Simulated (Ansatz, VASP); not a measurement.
**Na: VASP beside Ansatz**

```xyz
4
Lattice="3.6592 0.0000 0.0000 -1.8296 3.1689 0.0000 0.0000 0.0000 11.8650" Properties=species:S:1:pos:R:3 pbc="T T T"
Na   -1.8296    3.1689    0.0000
Na   -1.8296    3.1689    5.9325
Na    0.0000    2.1126    2.9662
Na    1.8296    1.0563    8.8987
```

Alike in both runs: task single point; functional BLYP; k mesh 13 × 13 × 4; occupations fermi-dirac, width 0.1 eV; no spin polarisation.

```csv
,VASP,Ansatz
version,VASP 6.6.1,Ansatz 0.2.0
potentials or method,"VASP PAW PBE potentials, release 64 (Na_pv), cutoff 520 eV","plane waves (420 eV) with PAW, scalar-relativistic"
valence electrons in the cell,28,36
```

|  | VASP | Ansatz | Ansatz less VASP |
| --- | --- | --- | --- |
| pressure (GPa) | 0.7 | 0.7 | +0.02 |

VASP's potentials were made for PBE, not for BLYP. The functional is the same, so the differences come from potentials, cutoffs and numerics. VASP's potentials hold 28 valence electrons a cell and Ansatz's 36, so a difference there can come from the potentials and not from the codes.
